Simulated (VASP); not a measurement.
# Be (P2_12_12) in VASP: notebook, part 3 of 3

VASP 6.6.1. The steps go on from the part before.

## Step 5: Single point, PBE

This run uses another cell than the first one, of 7.51 Å³/atom.

Input file INCAR:

```
SYSTEM = Be
PREC     = Accurate       ! precision mode
ENCUT    = 600            ! plane-wave cutoff, eV
EDIFF    = 1E-6           ! SCF threshold, eV
ISMEAR   = -1             ! smearing method
SIGMA    = 0.1            ! smearing width, eV
LREAL    = .False.        ! projectors in reciprocal space
LASPH    = .True.         ! aspherical terms in the spheres
NELM     = 120            ! most SCF steps
ALGO     = Normal         ! electronic algorithm
ISIF     = 2              ! what is computed and relaxed
LWAVE    = .False.        ! write WAVECAR
LCHARG   = .False.        ! write CHGCAR
GGA      = PE             ! functional
NBANDS   = 12             ! bands
GGA_COMPAT= .False.
```

Input file KPOINTS:

```
regular mesh
0
Gamma
  10 6 7
  0 0 0
```

Input file POSCAR:

```
Be
1.0
    2.2243367114      0.0000000000      0.0000000000
    0.0000000000      3.8525758079      0.0000000000
    0.0000000000      0.0000000000      3.5047667003
Be
4
Direct
    0.6700000000      0.8200000000      0.7000000000
    0.3300000000      0.1800000000      0.7000000000
    0.1700000000      0.6800000000      0.3000000000
    0.8300000000      0.3200000000      0.3000000000
```

Potentials or basis: VASP PAW PBE potentials, release 64 (Be).

Started as:

```sh
$ cat potpaw_PBE.64/Be/POTCAR > POTCAR
$ mpirun -np 1 vasp_std > vasp.out
```

OUTCAR:

```text
SYSTEM = Be
   PREC = Accurate
   ENCUT = 600
   EDIFF = 1E-6
   ISMEAR = -1
   LREAL = .False.
   LASPH = .True.
   NELM = 120
   ISIF = 2
   GGA = PE

 ion  position               nearest neighbor table
   1  0.670  0.820  0.700-   2 1.58   3 1.87   3 1.87   2 2.02
   2  0.330  0.180  0.700-   1 1.58   4 1.87   4 1.87   1 2.02
   3  0.170  0.680  0.300-   4 1.58   1 1.87   1 1.87   4 2.02
   4  0.830  0.320  0.300-   3 1.58   2 1.87   2 1.87   3 2.02

  LATTYP: Found a simple orthorhombic cell.
 ALAT       =     2.2243367114
 B/A-ratio  =     1.5756457565
 C/A-ratio  =     1.7320110702

  Lattice vectors:

 A1 = (  -2.2243367114,   0.0000000000,   0.0000000000)
 A2 = (   0.0000000000,   0.0000000000,   3.5047667003)
 A3 = (   0.0000000000,   3.8525758079,   0.0000000000)

Analysis of symmetry for initial positions (statically):
=====================================================================
 Subroutine PRICEL returns:
 Original cell was already a primitive cell.

 Routine SETGRP: Setting up the symmetry group for a
 simple orthorhombic supercell.

 Subroutine GETGRP returns: Found  4 space group operations
 (whereof  2 operations were pure point group operations)
 out of a pool of  8 trial point group operations.

The static configuration has the point symmetry C_2 .
 The point group associated with its full space group is D_2 .

Analysis of symmetry for dynamics (positions and initial velocities):
=====================================================================
 Subroutine PRICEL returns:
 Original cell was already a primitive cell.

 Routine SETGRP: Setting up the symmetry group for a
 simple orthorhombic supercell.

 Subroutine GETGRP returns: Found  4 space group operations
 (whereof  2 operations were pure point group operations)
 out of a pool of  8 trial point group operations.

The dynamic configuration has the point symmetry C_2 .
 The point group associated with its full space group is D_2 .

 Subroutine INISYM returns: Found  4 space group operations
 (whereof  2 operations are pure point group operations),
 and found     1 'primitive' translations
[... 125 lines left out ...]
   LHFCALC =     F    Hartree Fock is set to
   AEXX    =    0.0000 exact exchange contribution
   IVDW    =     0    specifies the selected vdW correction
   LEPSILON=     F    determine dielectric tensor
   LRPA    =     F    only Hartree local field effects (RPA)
 non-spin polarized calculation
  energy-cutoff  :      600.00
  volume of cell :       30.03
 maximum number of plane-waves:      1016
 NGX is ok and might be reduce to    18
   NGX =  9   NGY = 15   NGZ = 13

 number of electron       8.0000000 magnetization

 Free energy of the ion-electron system (eV)
  ---------------------------------------------------
  ext. energy  EPLUGINS =         0.00000000
  ---------------------------------------------------
  free energy    TOTEN  =       -10.49802500 eV

  energy without entropy =      -10.47819515  energy(sigma->0) =      -10.48811008

 E-fermi :   6.7227     XC(G=0): -10.6378

 val. band max:        6.7181073283   @ k =   0.1000   0.1667   0.1429
 cond. band min:       6.7342690168   @ k =   0.3000   0.3333   0.0000
 fundamental gap:      0.0161616885
 Fermi energy:         6.7227400653

 k-point     1 :       0.0000    0.0000    0.0000
  band No.  band energies     occupation
      1      -4.1971      2.00000
      2       1.5313      2.00000
      3       3.0341      2.00000
      4       5.1888      2.00000
      5       7.9944      0.00001
      6      11.1769      0.00000
      7      11.1924      0.00000
      8      15.2929      0.00000
      9      16.0697      0.00000
     10      16.7638      0.00000
     11      20.7428      0.00000
     12      23.5781      0.00000
[... 331 lines left out ...]
 k-point    24 :       0.5000    0.5000    0.0000
  band No.  band energies     occupation
      1       2.1532      2.00000
      2       2.1532      2.00000
      3       3.0036      2.00000
      4       3.0036      2.00000
      5      11.6580      0.00000
      6      11.6580      0.00000
      7      13.0681      0.00000
      8      13.0681      0.00000
      9      15.7480      0.00000
     10      15.7480      0.00000
     11      15.9536      0.00000
     12      15.9536      0.00000

 [... further k-points ...]
[... 5 lines left out ...]
  --------------------------------------------------------------------------------------
  -------------------------------------------------------------------------------------
  Total        8.3542463     13.1634265      4.0002683      0.0000000      0.0000000      0.0000000
  in kB      445.6634529    702.2127281    213.3972738      0.0000000      0.0000000      0.0000000
  external PRESSURE =     453.7578183 kB  Pullay stress =       0.0000000 kB

 VOLUME and BASIS-vectors are now :
 -----------------------------------------------------------------------------
  energy-cutoff  :      600.00
  volume of cell :       30.03
      direct lattice vectors                 reciprocal lattice vectors
     2.224336711  0.000000000  0.000000000     0.449572223  0.000000000  0.000000000
     0.000000000  3.852575808  0.000000000     0.000000000  0.259566599  0.000000000
     0.000000000  0.000000000  3.504766700     0.000000000  0.000000000  0.285325697

 POSITION                                       TOTAL-FORCE (eV/Angst)
 -----------------------------------------------------------------------------------
      1.49031      3.15911      2.45334         3.632865     -5.053313      2.669945
      0.73403      0.69346      2.45334        -3.632865      5.053313      2.669945
      0.37814      2.61975      1.05143         3.632865      5.053313     -2.669945
      1.84620      1.23282      1.05143        -3.632865     -5.053313     -2.669945
 -----------------------------------------------------------------------------------
    total drift:                               -0.000000     -0.000000      0.000000

  FREE ENERGIE OF THE ION-ELECTRON SYSTEM (eV)
  ---------------------------------------------------
  free  energy   TOTEN  =       -10.4980249976 eV

  energy  without entropy=      -10.4781951537  energy(sigma->0) =      -10.48811008
```

Run time: 47 s. Hardware: 1 thread of Intel Xeon 8259CL, shared host; peak memory 0.16 GiB.

Results:

```
Free energy            : -10.4980 eV
Pressure               : 45.4 GPa
Largest force          : 6.772 eV/Å
Band gap on the k mesh : zero (bands 4 and 5 overlap by 1.12 eV)
```

Forces on the atoms (eV/Å):
```
Be   3.633 -5.053  2.670
Be  -3.633  5.053  2.670
Be   3.633  5.053 -2.670
Be  -3.633 -5.053 -2.670
```

Stress tensor (GPa, compression positive):
```
44.57  0.00  0.00
 0.00 70.22  0.00
 0.00  0.00 21.34
```

Caveat: the stress differs along the axes, from 21 to 70 GPa; forces of over 1 eV/Å act on the atoms, so gaps and moduli don't describe the material at rest.

## Step 6: The runs side by side

```csv
cell,gap on the mesh (eV),pressure (GPa),largest force (eV/Å)
"a = 2.168, b = 3.755, c = 3.416 Å, 4 atoms",none,63.1,7.70
"a = 2.187, b = 3.788, c = 3.446 Å, 4 atoms",none,56.6,7.37
"a = 2.206, b = 3.821, c = 3.476 Å, 4 atoms",none,50.8,7.07
"a = 2.224, b = 3.853, c = 3.505 Å, 4 atoms",none,45.4,6.77
```

Alike in all rows: task single point; level PBE; potentials or basis VASP PAW PBE potentials, release 64 (Be); no spin polarisation; k mesh 10 × 6 × 7; cutoff (eV) 600; smearing fermi-dirac 0.1 eV.

Caveats: forces of over 1 eV/Å act on the atoms, so gaps and moduli don't describe the material at rest; the stress differs along the axes, from 34 to 89 GPa (at least some runs); the stress differs along the axes, from 30 to 83 GPa (at least some runs); the stress differs along the axes, from 25 to 76 GPa (at least some runs); the stress differs along the axes, from 21 to 70 GPa (at least some runs).

Absolute energies hang on the potentials; compare differences alone.

The gap in the log of VASP goes by the Fermi energy; the results here count the filled bands.